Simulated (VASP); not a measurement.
Here is a VASP 6.6.1 calculation.

Contents of POSCAR:

```
AlCo
1.0
    2.8875043009      0.0000000000      0.0000000000
    0.0000000000      2.8875043009      0.0000000000
    0.0000000000      0.0000000000      2.8875043009
Co Al
1 1
Direct
    0.0000000000      0.0000000000      0.0000000000
    0.5000000000      0.5000000000      0.5000000000
```

Contents of INCAR.step1:

```
SYSTEM = AlCo
PREC = Accurate
ENCUT = 520
EDIFF = 1E-5
ISMEAR = -1
SIGMA = 0.1
LREAL = .False.
LASPH = .True.
NELM = 60
ALGO = Normal
ISIF = 2
LWAVE = .True.
LCHARG = .False.
NBANDS = 13
GGA = PE
```

The input INCAR.step2:

```
SYSTEM = AlCo
PREC = Accurate
ENCUT = 520
EDIFF = 1E-7
ISMEAR = -1
SIGMA = 0.1
LREAL = .False.
LASPH = .True.
NELM = 60
ALGO = Normal
ISIF = 2
LWAVE = .False.
LCHARG = .False.
GGA = PE
LHFCALC = .True.
HFSCREEN = 0.2079
PRECFOCK = Normal
NBANDS = 13
ISTART = 1
```

Contents of KPOINTS:

```
Automatic mesh
0
Gamma
  4 4 4
  0 0 0
```

Potentials or basis: VASP PAW PBE potentials, release 64 (Co, Al).

Command:

```console
$ cat potpaw_PBE.64/Co/POTCAR potpaw_PBE.64/Al/POTCAR > POTCAR
$ cp INCAR.step1 INCAR
$ mpirun -np 1 vasp_std > vasp.out
$ cp INCAR.step2 INCAR
$ mpirun -np 1 vasp_std > vasp.out
```

**Question.** Predict the pressure.

**Answer.** -12.8 GPa.

**Question.** Estimate the band gap on the k mesh.

**Answer.** Zero (band 6 reaches 12.55 eV, above the bottom of band 7 at 9.97 eV).

Caveat: the k points lie up to 0.54 Å⁻¹ apart; the PAW data sets were made with another functional, which shifts forces and pressure a little. Spin polarisation is off, so any magnetic state and its effect on volume and gap are missing.
